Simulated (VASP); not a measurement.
# CaBe2O3 (R-3m) in VASP: further runs, part 2 of 3

VASP 6.6.1. Earlier steps stand in the parts before.

**4. Single point, PBE**

This run uses another cell than the first one, of 15.46 Å³/atom, 1.262 times its volume.

INCAR reads:

```
SYSTEM = CaBe2O3
ALGO = Normal ; EDIFF = 1E-7
ENCUT = 520 ; GGA = PE
ISIF = 2 ; ISMEAR = 0
LASPH = .True. ; LCHARG = .True.
LELF = .True. ; LREAL = .False.
LVHAR = .True. ; LWAVE = .False.
NBANDS = 25 ; NELM = 100
PREC = Accurate ; SIGMA = 0.02
```

KPOINTS reads:

```
k-points
0
Gamma
  6 6 6
  0 0 0
```

POSCAR reads:

```
CaBe2O3
1.0
    2.6102425352      1.5070242303      3.9304431155
   -2.6102425352      1.5070242303      3.9304431155
    0.0000000000     -3.0140484607      3.9304431155
Ca Be O
1 2 3
Direct
    0.0000000000      0.0000000000      0.0000000000
    0.8033600963      0.8033600963      0.8033600963
    0.1966399037      0.1966399037      0.1966399037
    0.0000000000      0.0000000000      0.5000000000
    0.5000000000      0.0000000000      0.0000000000
    0.0000000000      0.5000000000      0.0000000000
```

Potentials or basis: VASP PAW PBE potentials, release 64 (Ca_sv, Be, O).

Started as:

```sh
$ cat potpaw_PBE.64/Ca_sv/POTCAR potpaw_PBE.64/Be/POTCAR potpaw_PBE.64/O/POTCAR > POTCAR
$ mpirun -np 1 vasp_std > vasp.out
```

OUTCAR:

```text
SYSTEM = CaBe2O3
   EDIFF = 1E-7
   ENCUT = 520
   GGA = PE
   ISIF = 2
   ISMEAR = 0
   LASPH = .True.
   LREAL = .False.
   NELM = 100
   PREC = Accurate

 ion  position               nearest neighbor table
   1  0.000  0.000  0.000-   2 2.32   3 2.32   5 2.48   6 2.48   6 2.48   5 2.48   4 2.48   4 2.48

   2  0.803  0.803  0.803-   4 1.55   5 1.55   6 1.55   1 2.32
   3  0.197  0.197  0.197-   4 1.55   5 1.55   6 1.55   1 2.32
   4  0.000  0.000  0.500-   2 1.55   3 1.55   1 2.48   1 2.48
   5  0.500  0.000  0.000-   2 1.55   3 1.55   1 2.48   1 2.48
   6  0.000  0.500  0.000-   2 1.55   3 1.55   1 2.48   1 2.48

  LATTYP: Found a trigonal (rhomboedric) cell.
 ALAT       =     4.9530668487
 COS(alpha) =     0.4445520840

  Lattice vectors:

 A1 = (   2.6102425352,   1.5070242303,   3.9304431155)
 A2 = (  -2.6102425352,   1.5070242303,   3.9304431155)
 A3 = (   0.0000000000,  -3.0140484607,   3.9304431155)

Analysis of symmetry for initial positions (statically):
=====================================================================
 Subroutine PRICEL returns:
 Original cell was already a primitive cell.

 Routine SETGRP: Setting up the symmetry group for a
 trigonal (rhombohedral) supercell.

 Subroutine GETGRP returns: Found 12 space group operations
 (whereof 12 operations were pure point group operations)
 out of a pool of 12 trial point group operations.

The static configuration has the point symmetry D_3d.

Analysis of symmetry for dynamics (positions and initial velocities):
=====================================================================
 Subroutine PRICEL returns:
 Original cell was already a primitive cell.

 Routine SETGRP: Setting up the symmetry group for a
 trigonal (rhombohedral) supercell.

 Subroutine GETGRP returns: Found 12 space group operations
 (whereof 12 operations were pure point group operations)
 out of a pool of 12 trial point group operations.

The dynamic configuration has the point symmetry D_3d.

 Subroutine INISYM returns: Found 12 space group operations
 (whereof 12 operations are pure point group operations),
 and found     1 'primitive' translations

----------------------------------------------------------------------------------------

                                     Primitive cell

  volume of cell :      92.7671

  direct lattice vectors                    reciprocal lattice vectors
     2.610242535  1.507024230  3.930443116     0.191553081  0.110593223  0.084808080
    -2.610242535  1.507024230  3.930443116    -0.191553081  0.110593223  0.084808080
     0.000000000 -3.014048461  3.930443116     0.000000000 -0.221186446  0.084808080

  length of vectors
     4.953066849  4.953066849  4.953066849     0.236887852  0.236887852  0.236887852

  position of ions in fractional coordinates (direct lattice)
     0.000000000  0.000000000  0.000000000
     0.803360096  0.803360096  0.803360096
     0.196639904  0.196639904  0.196639904
     0.000000000  0.000000000  0.500000000
     0.500000000  1.000000000  0.000000000
     1.000000000  0.500000000  0.000000000

  ion indices of the primitive-cell ions
   primitive index   ion index
                 1           1
                 2           2
                 3           3
[... 33 lines left out ...]
  0.166667  0.000000 -0.000000      6.000000
  0.333333  0.000000 -0.000000      6.000000
  0.500000  0.000000  0.000000      3.000000
  0.166667  0.166667 -0.000000      6.000000
  0.333333  0.166667 -0.000000     12.000000
[... 16 lines left out ...]
  0.500000  0.500000  0.166667      6.000000
 -0.333333  0.500000  0.166667     12.000000
 [... further k-points ...]
   k-points           NKPTS =     32   k-points in BZ     NKDIM =     32   number of bands    NBANDS=     25
   number of dos      NEDOS =    301   number of ions     NIONS =      6
   total plane-waves  NPLWV =  64000
   dimension x,y,z NGX =    40 NGY =   40 NGZ =   40
   dimension x,y,z NGXF=    80 NGYF=   80 NGZF=   80
   ions per type =               1   2   3
   NGX,Y,Z   is equivalent  to a cutoff of  13.43, 13.43, 13.43 a.u.
   NGXF,Y,Z  is equivalent  to a cutoff of  26.85, 26.85, 26.85 a.u.
 SYSTEM =  CaBe2O3
   PREC   = accura    normal or accurate (medium, high low for compatibility)
   ISTART =      0    job   : 0-new  1-cont  2-samecut
   ICHARG =      2    charge: 1-file 2-atom 10-const
   ISPIN  =      1    spin polarized calculation?
   LNONCOLLINEAR =      F non collinear calculations
   LSORBIT =      F    spin-orbit coupling
   LASPH  =      T    aspherical Exc in radial PAW
   ENCUT  =  520.0 eV  38.22 Ry    6.18 a.u.   9.21  9.21  9.21*2*pi/ulx,y,z
   NELM   =    100;   NELMIN=  2; NELMDL= -5     # of ELM steps
   EDIFF  = 0.1E-06   stopping-criterion for ELM
   LREAL  =      F    real-space projection
   EDIFFG = 0.1E-05   stopping-criterion for IOM
   NSW    =      0    number of steps for IOM
   IBRION =     -1    ionic relax: 0-MD 1-quasi-New 2-CG
   NFREE  =      0    steps in history (QN), initial steepest desc. (CG)
   ISIF   =      2    stress and relaxation
   ISYM   =      2    0-nonsym 1-usesym 2-fastsym
   POTIM  = 0.5000    time-step for ionic-motion
   TEBEG  =    0.0;   TEEND  =   0.0 temperature during run
   PSTRESS=    0.0 pullay stress
   NELECT =      32.0000    total number of electrons
   NUPDOWN=      -1.0000    fix difference up-down
   EMIN   =  10.00;   EMAX   =-10.00  energy-range for DOS
   EFERMI =   0.00;   METHOD = LEGACY
   ISMEAR =     0;   SIGMA  =   0.02  broadening in eV -4-tet -1-fermi 0-gaus
   EFERMI_NEDOS =   21; number of points for ismear=-14 and -15
   IALGO  =     38    algorithm
   IMIX   =      4    mixing-type and parameters
     AMIX     =   0.40;   BMIX     =  1.00
     AMIX_MAG =   1.60;   BMIX_MAG =  1.00
  volume/ion in A,a.u.               =      15.46       104.34
  Fermi-wavevector in a.u.,A,eV,Ry     =   1.148137  2.169663 17.935438  1.318217
  Thomas-Fermi vector in A             =   2.284813
   LORBIT       =      0    0 simple, 1 ext, 2 COOP (PROOUT), +10 PAW based schemes
   GGA     = PE    functional components
   LHFCALC =     F    Hartree Fock is set to
   AEXX    =    0.0000 exact exchange contribution
   IVDW    =     0    specifies the selected vdW correction
   LEPSILON=     F    determine dielectric tensor
   LRPA    =     F    only Hartree local field effects (RPA)
 non-spin polarized calculation
 Gauss-broadening in eV      SIGMA  =   0.02
  energy-cutoff  :      520.00
  volume of cell :       92.77
 maximum number of plane-waves:      2522
 NGX is ok and might be reduce to    40
   NGX = 19   NGY = 19   NGZ = 19

 number of electron      31.9999993 magnetization

 Free energy of the ion-electron system (eV)
  ---------------------------------------------------
  ext. energy  EPLUGINS =         0.00000000
  ---------------------------------------------------
  free energy    TOTEN  =       -37.85695477 eV

  energy without entropy =      -37.85695477  energy(sigma->0) =      -37.85695477

 E-fermi :   1.1518     XC(G=0):  -7.8902

 val. band max:        0.9575388501   @ k =   0.5000   0.5000   0.5000
 cond. band min:       1.6971122487   @ k =   0.0000   0.0000   0.0000
 fundamental gap:      0.7395733986
 Fermi energy:         1.1518319616

 k-point     1 :       0.0000    0.0000    0.0000
  band No.  band energies     occupation
      1     -39.2559      2.00000
      2     -20.4232      2.00000
      3     -20.2825      2.00000
      4     -20.2825      2.00000
      5     -17.0869      2.00000
      6     -16.1277      2.00000
[... 661 lines left out ...]
     24       8.8808      0.00000
     25       9.1830      0.00000

 [... further k-points ...]

------------------------ aborting loop because EDIFF is reached ----------------------------------------

  FORCE on cell =-STRESS in cart. coord.  units (eV):
  Direction    XX          YY          ZZ          XY          YZ          ZX
  --------------------------------------------------------------------------------------
  -------------------------------------------------------------------------------------
  Total        0.0924554      0.0924554      0.1918681      0.0000000     -0.0000000      0.0000000
  in kB        1.5967949      1.5967949      3.3137473      0.0000000     -0.0000000      0.0000000
  external PRESSURE =       2.1691124 kB  Pullay stress =       0.0000000 kB

 VOLUME and BASIS-vectors are now :
 -----------------------------------------------------------------------------
  energy-cutoff  :      520.00
  volume of cell :       92.77
      direct lattice vectors                 reciprocal lattice vectors
     2.610242535  1.507024230  3.930443116     0.191553081  0.110593223  0.084808080
    -2.610242535  1.507024230  3.930443116    -0.191553081  0.110593223  0.084808080
     0.000000000 -3.014048461  3.930443116     0.000000000 -0.221186446  0.084808080

 POSITION                                       TOTAL-FORCE (eV/Angst)
 -----------------------------------------------------------------------------------
      0.00000      0.00000      0.00000        -0.000000     -0.000000      0.000000
      0.00000     -0.00000      9.47268        -0.000000      0.000000     -0.030823
      0.00000     -0.00000      2.31865        -0.000000     -0.000000      0.030823
      0.00000     -1.50702      1.96522         0.000000     -0.000000      0.000000
      1.30512      0.75351      1.96522        -0.000000     -0.000000     -0.000000
     -1.30512      0.75351      1.96522        -0.000000     -0.000000      0.000000
 -----------------------------------------------------------------------------------
    total drift:                                0.000000      0.000000     -0.000000

  FREE ENERGIE OF THE ION-ELECTRON SYSTEM (eV)
  ---------------------------------------------------
  free  energy   TOTEN  =       -37.8569547710 eV

  energy  without entropy=      -37.8569547710  energy(sigma->0) =      -37.85695477
```

It took 1.8 min on 1 thread of Oxide Virtual Turin-like, shared host; peak memory 0.24 GiB.

Results:

| Item | Value |
| --- | --- |
| Free energy | -37.8570 eV |
| Pressure | 0.2 GPa |
| Largest force | 0.031 eV/Å |
| Band gap on the k mesh | 0.74 eV, indirect (least direct gap 0.76 eV) |

Forces in eV/Å, atoms in the order of the input:
```
Ca   0.000  0.000  0.000
Be   0.000  0.000 -0.031
Be   0.000  0.000  0.031
O    0.000  0.000  0.000
O    0.000  0.000  0.000
O    0.000  0.000  0.000
```

Levels at points of the mesh, in eV from the valence-band top:
```tsv
k point	band 13	band 14	band 15	band 16	band 17	band 18	band 19	band 20
(0.00, 0.00, 0.00)	-2.23	-1.23	-1.23	-0.02	0.74	4.22	4.22	4.56
(0.50, 0.00, 0.00)	-2.42	-2.08	-1.89	-0.56	2.44	3.88	4.72	5.13
(0.50, 0.50, 0.00)	-2.62	-2.52	-1.85	-0.58	3.83	4.25	4.60	5.10
(0.50, 0.50, 0.50)	-2.69	-1.44	-1.44	0.00	3.60	4.86	5.12	5.12
```

(Part 2 of 3 ends here.)
